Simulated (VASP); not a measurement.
# Ru (Im-3m) in VASP: single point with PBE

Aim: the single point of Ru with PBE.

Program: VASP 6.6.1. These are calculated values, not measurements. Logs are shortened: lines on timing, memory, paths and dates and some standing lists are left out, and cuts for length are marked.

### 1 The cell of the first run

Symmetry: Im-3m, No. 229, cubic system. The conventional cell has a = 3.171 Å, b = 3.171 Å, c = 3.171 Å, α = 90.00°, β = 90.00°, γ = 90.00°. Ru (site symmetry m-3m) has 14 Ru at 2.75 to 3.17 Å within 3.6 Å.

This isn't the form of Ru at room conditions, which is hcp.

### 2 Single point, PBE, collinear spin, ferromagnetic start (15.94 Å³/atom)

Input file INCAR:

```
SYSTEM = Ru
PREC = Accurate ; ENCUT = 520
EDIFF = 1E-6 ; ISMEAR = -1
SIGMA = 0.05 ; LREAL = .False.
LASPH = .True. ; NELM = 150
ALGO = Normal ; ISIF = 2
LWAVE = .False. ; LCHARG = .False.
ISPIN = 2 ; MAGMOM = 1
LORBIT = 11 ; LMAXMIX = 4
GGA = PE ; NBANDS = 17
```

Input file KPOINTS:

```
regular mesh
0
Gamma
  24 24 24
  0 0 0
```

Input file POSCAR:

```
Ru
1.0
   -1.5853379298      1.5853379298      1.5853379298
    1.5853379298     -1.5853379298      1.5853379298
    1.5853379298      1.5853379298     -1.5853379298
Ru
1
Direct
    0.0000000000      0.0000000000      0.0000000000
```

Potentials or basis: VASP PAW PBE potentials, release 64 (Ru_pv).

The run is started by

```sh
cat potpaw_PBE.64/Ru_pv/POTCAR > POTCAR
mpirun -np 1 vasp_std > vasp.out
```

OUTCAR:

```text
SYSTEM = Ru
   PREC = Accurate
   ENCUT = 520
   EDIFF = 1E-6
   ISMEAR = -1
   LREAL = .False.
   LASPH = .True.
   NELM = 150
   ISIF = 2
   ISPIN = 2
   LORBIT = 11
   GGA = PE

 ion  position               nearest neighbor table
   1  0.000  0.000  0.000-

  LATTYP: Found a body centered cubic cell.
 ALAT       =     3.1706758596

  Lattice vectors:

 A1 = (  -1.5853379298,   1.5853379298,   1.5853379298)
 A2 = (   1.5853379298,  -1.5853379298,   1.5853379298)
 A3 = (   1.5853379298,   1.5853379298,  -1.5853379298)

Analysis of symmetry for initial positions (statically):
=====================================================================
 Subroutine PRICEL returns:
 Original cell was already a primitive cell.

 Routine SETGRP: Setting up the symmetry group for a
 body centered cubic supercell.

 Subroutine GETGRP returns: Found 48 space group operations
 (whereof 48 operations were pure point group operations)
 out of a pool of 48 trial point group operations.

The static configuration has the point symmetry O_h .

Analysis of symmetry for dynamics (positions and initial velocities):
=====================================================================
 Subroutine PRICEL returns:
 Original cell was already a primitive cell.

 Routine SETGRP: Setting up the symmetry group for a
 body centered cubic supercell.

 Subroutine GETGRP returns: Found 48 space group operations
 (whereof 48 operations were pure point group operations)
 out of a pool of 48 trial point group operations.

The dynamic configuration has the point symmetry O_h .

Analysis of structural, dynamic, and magnetic symmetry:
=====================================================================
 Subroutine PRICEL returns:
 Original cell was already a primitive cell.

 Routine SETGRP: Setting up the symmetry group for a
 body centered cubic supercell.

 Subroutine GETGRP returns: Found 48 space group operations
 (whereof 48 operations were pure point group operations)
 out of a pool of 48 trial point group operations.

The overall configuration has the point symmetry O_h .

 Subroutine INISYM returns: Found 48 space group operations
 (whereof 48 operations are pure point group operations),
 and found     1 'primitive' translations

----------------------------------------------------------------------------------------

                                     Primitive cell

  volume of cell :      15.9377

[... 98 lines left out ...]
   NUPDOWN=      -1.0000    fix difference up-down
   EMIN   =  10.00;   EMAX   =-10.00  energy-range for DOS
   EFERMI =   0.00;   METHOD = LEGACY
   ISMEAR =    -1;   SIGMA  =   0.05  broadening in eV -4-tet -1-fermi 0-gaus
   EFERMI_NEDOS =   21; number of points for ismear=-14 and -15
   IALGO  =     38    algorithm
   IMIX   =      4    mixing-type and parameters
     AMIX     =   0.40;   BMIX     =  1.00
     AMIX_MAG =   1.60;   BMIX_MAG =  1.00
  volume/ion in A,a.u.               =      15.94       107.55
  Fermi-wavevector in a.u.,A,eV,Ry     =   1.567866  2.962837 33.445901  2.458204
  Thomas-Fermi vector in A             =   2.669982
   LORBIT       =     11    0 simple, 1 ext, 2 COOP (PROOUT), +10 PAW based schemes
   GGA     = PE    functional components
   LHFCALC =     F    Hartree Fock is set to
   AEXX    =    0.0000 exact exchange contribution
   IVDW    =     0    specifies the selected vdW correction
   LEPSILON=     F    determine dielectric tensor
   LRPA    =     F    only Hartree local field effects (RPA)
 spin polarized calculation
  energy-cutoff  :      520.00
  volume of cell :       15.94
 maximum number of plane-waves:       456
   NGX = 11   NGY = 11   NGZ = 11

 number of electron      13.9999993 magnetization       1.1016126

 Free energy of the ion-electron system (eV)
  ---------------------------------------------------
  ext. energy  EPLUGINS =         0.00000000
  ---------------------------------------------------
  free energy    TOTEN  =        -8.49308404 eV

  energy without entropy =       -8.47878137  energy(sigma->0) =       -8.48593271

 E-fermi :  10.2499     XC(G=0): -13.1212

 val. band max:       10.2489452865   @ k =   0.5000   0.5000   0.3750
 cond. band min:      10.2523948145   @ k =   0.3750   0.2083   0.0417
 fundamental gap:      0.0034495280
 Fermi energy:        10.2499069444

 spin component 1

 k-point     1 :       0.0000    0.0000    0.0000
  band No.  band energies     occupation
      1     -32.5978      1.00000
      2     -32.5978      1.00000
      3     -32.5978      1.00000
      4       3.0129      1.00000
      5       7.6975      1.00000
      6       7.6975      1.00000
[... 459 lines left out ...]
      6       9.6966      0.99998
[... 9 lines left out ...]
     16      35.6202      0.00000
     17      41.1470      0.00000

 [... further k-points ...]

 spin component 2

 k-point     1 :       0.0000    0.0000    0.0000
  band No.  band energies     occupation
      1     -31.7185      1.00000
      2     -31.7185      1.00000
      3     -31.7185      1.00000
      4       3.1895      1.00000
      5       8.2690      1.00000
      6       8.2690      1.00000
[... 459 lines left out ...]
      6      10.6824      0.00018
[... 9 lines left out ...]
     16      35.9138      0.00000
     17      41.4277      0.00000

 [... further k-points ...]

------------------------ aborting loop because EDIFF is reached ----------------------------------------

  FORCE on cell =-STRESS in cart. coord.  units (eV):
  Direction    XX          YY          ZZ          XY          YZ          ZX
  --------------------------------------------------------------------------------------
  -------------------------------------------------------------------------------------
  Total       -1.9172235     -1.9172235     -1.9172235     -0.0000000     -0.0000000      0.0000000
  in kB     -192.7337576   -192.7337576   -192.7337576     -0.0000000     -0.0000000      0.0000000
  external PRESSURE =    -192.7337576 kB  Pullay stress =       0.0000000 kB

 VOLUME and BASIS-vectors are now :
 -----------------------------------------------------------------------------
  energy-cutoff  :      520.00
  volume of cell :       15.94
      direct lattice vectors                 reciprocal lattice vectors
    -1.585337930  1.585337930  1.585337930     0.000000000  0.315390171  0.315390171
     1.585337930 -1.585337930  1.585337930     0.315390171  0.000000000  0.315390171
     1.585337930  1.585337930 -1.585337930     0.315390171  0.315390171  0.000000000

 POSITION                                       TOTAL-FORCE (eV/Angst)
 -----------------------------------------------------------------------------------
      0.00000      0.00000      0.00000         0.000000     -0.000000      0.000000
 -----------------------------------------------------------------------------------
    total drift:                                0.000000     -0.000000      0.000000

  FREE ENERGIE OF THE ION-ELECTRON SYSTEM (eV)
  ---------------------------------------------------
  free  energy   TOTEN  =        -8.4930840442 eV

  energy  without entropy=       -8.4787813742  energy(sigma->0) =       -8.48593271

 total charge

# of ion       s       p       d       tot
------------------------------------------
    1        0.344   6.214   5.849  12.407

 magnetization (x)

# of ion       s       p       d       tot
------------------------------------------
    1       -0.002  -0.007   1.100   1.091
```

It took 2.3 min on 1 thread of Intel Xeon Platinum 8259CL at 2.50GHz (Skylake/Cascade Lake), shared host; peak memory 0.27 GiB.

Results:

```
Free energy                                           : -8.4931 eV
Pressure                                              : -19.3 GPa
Net moment                                            : 1.10 μB per cell
Site moments                                          : Ru +1.09 μB
Valence electrons inside the program's atomic spheres : Ru 12.41
```

Levels at points of the mesh, in eV from the Fermi level:
Spin up:
```tsv
k point	band 5	band 6	band 7	band 8	band 9	band 10	band 11	band 12
(0.00, 0.00, 0.00)	-2.55	-2.55	-2.55	-0.56	-0.56	10.16	16.94	16.94
(0.50, 0.00, 0.00)	-3.96	-0.53	-0.23	1.10	1.66	8.46	10.16	13.32
(0.50, 0.50, 0.50)	-5.47	1.18	1.18	1.18	8.56	8.56	8.56	10.16
```
Spin down:
```tsv
k point	band 4	band 5	band 6	band 7	band 8	band 9
(0.00, 0.00, 0.00)	-7.06	-1.98	-1.98	-1.98	0.62	0.62
(0.50, 0.00, 0.00)	-4.88	-3.45	0.47	0.97	1.22	2.34
(0.50, 0.50, 0.50)	-4.66	-4.66	1.85	1.85	1.85	8.69
```

Caveat: the cell stands under tension.
